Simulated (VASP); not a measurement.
Input of a VASP 6.6.1 run:

File INCAR:

```
SYSTEM = ScGaCl6
ALGO = Normal
EDIFF = 1E-6
ENCUT = 520
GGA = PS
ISIF = 2
ISMEAR = -1
LASPH = .True.
LCHARG = .True.
LELF = .True.
LREAL = .False.
LVHAR = .True.
LWAVE = .False.
NBANDS = 43
NELM = 100
PREC = Accurate
SIGMA = 0.05
```

Contents of KPOINTS:

```
k-points
0
Gamma
  4 4 4
  0 0 0
```

File POSCAR:

```
ScGaCl6
1.0
    6.0915682238      0.0800174340     -0.0598346577
    2.9800902170      5.3156434289      0.1091289600
    0.0122042455      3.3700094346      5.6123062129
Sc Ga Cl
1 1 6
Direct
   -0.0005749134     -0.0014733754     -0.0000477432
    0.4997600278     -0.0018122502      0.4999241994
    0.7409297438      0.8449606800      0.2548768338
    0.2581338858      0.1512901465      0.7451141641
    0.5879812099      0.5117134257      0.7448385409
    0.4108417237      0.4847388088      0.2549479394
    0.1012829073      0.1543957632      0.2555298736
    0.8976900111      0.8415359012      0.7450032517
```

Potentials or basis: VASP PAW PBE potentials, release 64 (Sc_sv, Ga_d, Cl).

Run with:

```console
$ cat potpaw_PBE.64/Sc_sv/POTCAR potpaw_PBE.64/Ga_d/POTCAR potpaw_PBE.64/Cl/POTCAR > POTCAR
$ mpirun -np 1 vasp_std > vasp.out
```

Question: Predict the pressure.

Answer: 0.0 GPa.

Question: Predict the band gap on the k mesh.

Answer: 2.41 eV (least direct gap 2.75 eV).

Question: What does it give for the largest force?

Answer: 0.019 eV/Å.

Forces on the atoms (eV/Å):
```
Sc  -0.001 -0.004  0.000
Ga  -0.004  0.001  0.001
Cl  -0.013  0.000  0.011
Cl   0.013  0.001 -0.010
Cl  -0.010  0.013 -0.008
Cl   0.012 -0.013  0.009
Cl   0.007  0.014  0.006
Cl  -0.004 -0.013 -0.008
```

Caveat: the PAW data sets were made with another functional, which shifts forces and pressure a little. A k mesh can miss the band edges.
